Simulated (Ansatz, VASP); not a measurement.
Si: VASP beside Ansatz

```
Si
1.0
    -2.40420    2.41089    1.32438
     2.40420   -2.41089    1.32438
     2.40420    2.41089   -1.32438
Si
2
Direct
  0.12747 0.87747 0.25000
  0.87253 0.12253 0.75000
```

Change from the starting cell: the structure that the rattled cell fell into.

Alike in both runs: functional PBE; k mesh 24 × 24 × 24; occupations gaussian, width 0.1 eV; no spin polarisation.

Ansatz relaxed the structure, and its values are those at the end. VASP's run is a single point on that final structure, the one shown.

|  | VASP | Ansatz |
| --- | --- | --- |
| version | VASP 6.6.1 | Ansatz 0.2.0 |
| potentials or method | VASP PAW PBE potentials, release 64 (Si), cutoff 520 eV | scalar-relativistic, plane waves, PAW |
| valence electrons in the cell | 8 | 8 |

```tsv
	VASP	Ansatz	Ansatz less VASP
gap on the k mesh at the Fermi level (eV)	none	none	-
pressure (GPa)	-0.1	0.0	+0.06
```

A gap of «none» marks a metal or a gap that the smearing closes. With one functional, cell and mesh, what is left measures potentials, basis and numerics.
